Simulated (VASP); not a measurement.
Set up this calculation in VASP 6.6.1, as the native input.

* Task: relaxation of cell and atoms
* Functional: PBE
* Potentials or basis: VASP PAW PBE potentials, release 64 (Cu, H, Mo_sv)
* Cutoff: 600 eV
* k mesh: 12 × 12 × 10
* Occupations: gaussian, width 0.1 eV
* Spin: no spin polarisation
* Dipole correction: no
* Further INCAR settings: ALGO = Normal; EDIFF = 1e-06; IBRION = 2; EDIFFG = -0.01; NSW = 100; ISIF = 3

The structure of CuMoH6 lies in POSCAR:

```
CuMoH6
1.0
    4.2377618035      0.0000000000      0.0000000000
   -2.1188809017      3.6700093770      0.0000000000
    0.0000000000      0.0000000000      4.3278820785
Cu H Mo
1 6 1
Direct
    0.0000000000      0.0000000000      0.0000000000
    0.5591727059      0.4408272941      0.5000000000
    0.5591727059      0.1183454117      0.5000000000
    0.8816545883      0.4408272941      0.5000000000
    0.3333333333      0.6666666667      0.0963426351
    0.3333333333      0.6666666667      0.9036573649
    0.0000000000      0.0000000000      0.5000000000
    0.3333333333      0.6666666667      0.5000000000
```

One way to write it, as run:

INCAR

```
  ALGO = Normal
  EDIFF = 1E-6
  EDIFFG = -0.01
  ENCUT = 600
  GGA = PE
  IBRION = 2
  ISIF = 3
  ISMEAR = 0
  LASPH = True
  LCHARG = False
  LREAL = False
  LWAVE = False
  NELM = 80
  NSW = 100
  PREC = Accurate
  SIGMA = 0.1
```

KPOINTS

```
k-points
0
Gamma
  12 12 10
```

Potentials or basis: VASP PAW PBE potentials, release 64 (Cu, H, Mo_sv).

Command:

```bash
$ cat potpaw_PBE.64/Cu/POTCAR potpaw_PBE.64/H/POTCAR potpaw_PBE.64/Mo_sv/POTCAR > POTCAR
$ mpirun -np 1 vasp_std > vasp.out
```

Results of the run:

```yaml
Relaxed_volume: 8.43 Å³/atom
Relaxed_cell: a = 4.244 Å, b = 4.244 Å, c = 4.326 Å, α = 90.00°, β = 90.00°, γ = 120.00°
Space_group_after_relaxing_to_0.05_Å: P-6m2 (No. 187)
Energy_gained_by_relaxing: 0.2 meV/atom
Ionic_steps: 4
Pressure_after_relaxing: -0.1 GPa
```

Run time: 6.8 min on 1 thread of Intel(R) Xeon(R) Platinum 8259CL CPU @ 2.50GHz (Skylake/Cascade Lake), with other jobs on the host, peak memory 0.37 GiB.
